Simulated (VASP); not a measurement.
GaAs:

```
Ga As
1.0
     0.00000    2.83308    2.83308
     2.83308    0.00000    2.83308
     2.83308    2.83308    0.00000
Ga As
1 1
Direct
  0.00000 0.00000 0.00000
  0.25000 0.25000 0.25000
```

Program: VASP 6.6.1. Alike in all runs: task single point; potentials or basis VASP PAW PBE potentials, release 64 (Ga_d, As_d); no spin polarisation; cell as given; k mesh 4 × 4 × 4.

Task: Order these runs on this cell by their band gap on the k mesh, lowest first.
A. level HSE06; cutoff (eV) 400; smearing gaussian 0.5 eV; share of exact exchange 0.25; screening parameter 0.2079 1/Å
B. level r2SCAN50; cutoff (eV) 440; smearing gaussian 0.01 eV; share of exact exchange 0.5
C. level PBE-based global hybrid with 35 % exact exchange; cutoff (eV) 400; smearing gaussian 0.01 eV; share of exact exchange 0.35

Result: A (1.40 eV), C (2.82 eV), B (3.84 eV).

Caveats: all runs use coarse meshes; so wide a smearing shifts energies and pressures (at least some runs).

A k mesh can miss the band edges.
